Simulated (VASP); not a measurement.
Here is a VASP 6.6.1 calculation.

Contents of INCAR:

```
SYSTEM = P4C
ALGO = Normal
EDIFF = 1E-6
ENCUT = 520
GGA = PE
ISIF = 2
ISMEAR = 0
ISPIN = 2
LASPH = .True.
LCHARG = .False.
LORBIT = 11
LREAL = .False.
LWAVE = .False.
MAGMOM = 0 0 0 0 1
NBANDS = 24
NELM = 150
PREC = Accurate
SIGMA = 0.1
```

File KPOINTS:

```
k-points
0
Gamma
  4 4 4
  0 0 0
```

File POSCAR:

```
P4C
1.0
   -2.5632922801      2.5632922801      2.5632922801
    2.5632922801     -2.5632922801      2.5632922801
    2.5632922801      2.5632922801     -2.5632922801
P C
4 1
Direct
    0.0000000000      0.0000000000      0.5000000000
    0.5000000000      0.0000000000      0.0000000000
    0.0000000000      0.5000000000      0.0000000000
    0.5000000000      0.5000000000      0.5000000000
    0.0000000000      0.0000000000      0.0000000000
```

Potentials or basis: VASP PAW PBE potentials, release 64 (P, C).

Launch:

```sh
$ cat potpaw_PBE.64/P/POTCAR potpaw_PBE.64/C/POTCAR > POTCAR
$ mpirun -np 1 vasp_std > vasp.out
```

**Question.** What does it give for the net moment?

**Answer.** 0.00 μB per cell.

**Question.** What does it give for the pressure?

**Answer.** 0.0 GPa.

Caveat: the k points lie up to 0.43 Å⁻¹ apart.
